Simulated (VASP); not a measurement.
Here is a VASP 6.6.1 calculation.

The input INCAR:

```
  PREC = Accurate
  ENCUT = 520
  EDIFF = 1E-6
  ISMEAR = -1
  SIGMA = 0.02
  LREAL = F
  LASPH = T
  NELM = 60
  ALGO = Normal
  ISIF = 2
  LWAVE = F
  LCHARG = F
  GGA = PE
  NBANDS = 16
```

File KPOINTS:

```
Automatic mesh
0
Gamma
  6 6 6
```

The input POSCAR:

```
CuI
1.0
    0.0000000000      2.8985824257      2.8985824257
    2.8985824257      0.0000000000      2.8985824257
    2.8985824257      2.8985824257      0.0000000000
Cu I
1 1
Direct
    0.0000000000      0.0000000000      0.0000000000
    0.5000000000      0.5000000000      0.5000000000
```

Potentials or basis: VASP PAW PBE potentials, release 64 (Cu, I).

The run is started by

```console
$ cat potpaw_PBE.64/Cu/POTCAR potpaw_PBE.64/I/POTCAR > POTCAR
$ mpirun -np 1 vasp_std > vasp.out
```

What does it give for the band gap on the k mesh?

Zero (band 9 reaches 5.73 eV, above the bottom of band 10 at 5.36 eV).

What does it give for the pressure?

-1.5 GPa.

Caveat: spin-orbit coupling is left out, which moves the levels of the heavy elements; semilocal functionals often make such compounds metallic where correlation or magnetic order opens a gap, which also shifts bond lengths.
